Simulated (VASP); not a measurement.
Runs of VASP 6.6.1 on Mn. The structure is that of space group P6/mmm (No. 191), or close to it. The cells are those of the table. 

```csv
cell,k mesh,gap on the mesh (eV),pressure (GPa)
"a = 3.978, b = 3.978, c = 2.494 Å, angles 90.0, 90.0, 120.0°, 3 atoms",10 × 10 × 14,none,-9.3
"a = 3.873, b = 3.873, c = 2.428 Å, angles 90.0, 90.0, 120.0°, 3 atoms",10 × 10 × 14,none,11.8
"a = 4.077, b = 4.077, c = 2.556 Å, angles 90.0, 90.0, 120.0°, 3 atoms",10 × 10 × 14,none,(b)
"a = 3.926, b = 3.926, c = 2.461 Å, angles 90.0, 90.0, 120.0°, 3 atoms",10 × 10 × 14,none,0.1
"a = 3.818, b = 3.818, c = 2.394 Å, angles 90.0, 90.0, 120.0°, 3 atoms",10 × 10 × 14,none,(a)
"a = 3.762, b = 3.762, c = 2.359 Å, angles 90.0, 90.0, 120.0°, 3 atoms",10 × 10 × 14,none,44.5
"a = 3.926, b = 3.926, c = 2.461 Å, angles 90.0, 90.0, 120.0°, 3 atoms",12 × 12 × 17,none,0.1
"a = 3.926, b = 3.926, c = 2.461 Å, angles 90.0, 90.0, 120.0°, 3 atoms",9 × 9 × 13,none,0.1
```

Alike in all rows: task single point; level revPBE; potentials or basis VASP PAW PBE potentials, release 64 (Mn_pv); no spin polarisation; cutoff (eV) 520; smearing fermi-dirac 0.1 eV.

Q: Estimate the missing entries.

A: (a) 26.4; (b) -22.9.

Caveats: the PAW data sets were made with another functional, which shifts forces and pressure a little; the run has no spin polarisation, though such a crystal can be magnetic.

A gap of «none» marks levels without a gap at the run's occupations.
